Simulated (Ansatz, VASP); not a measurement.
Te2Mo in VASP and in Ansatz

```xyz
3
Lattice="3.5121 0.0000 0.0000 -1.7561 3.0416 0.0000 0.0000 0.0000 17.2872" Properties=species:S:1:pos:R:3 pbc="T T T"
Te    0.0000    2.0277    1.7658
Te    0.0000    2.0277   15.5214
Mo    0.0000    0.0000    0.0000
```

Alike in both runs: task single point; functional LDA; k mesh 9 × 9 × 2; occupations fermi-dirac, width 0.05 eV; no spin polarisation.

|  | VASP | Ansatz |
| --- | --- | --- |
| version | VASP 6.6.1 | Ansatz 0.2.0 |
| potentials or method | VASP PAW LDA potentials, release 64 (Te, Mo_sv) | Ansatz PAW |
| plane-wave cutoff (eV) | 520 | 420 |
| valence electrons in the cell | 26 | 46 |

```tsv
	VASP	Ansatz	Ansatz less VASP
gap on the k mesh at the Fermi level (eV)	1.11	1.11	0.000
least direct gap on the mesh (eV)	1.11	1.11	0.000
rms of the force components (eV/Å)	0.108	0.080	-0.0279
```

LDA's correlation is that of Perdew and Zunger in VASP and of Perdew and Wang (1992) in Ansatz. Atom by atom the forces differ by 0.028 eV/Å (rms over components). VASP's potentials hold 26 valence electrons a cell and Ansatz's 46, so a difference there can come from the potentials and not from the codes.

Spin-orbit coupling is off throughout. Noted on Ansatz's run: odd divisions of the mesh miss points on the zone boundary, where band edges often lie, so the gap on the mesh can be too wide.
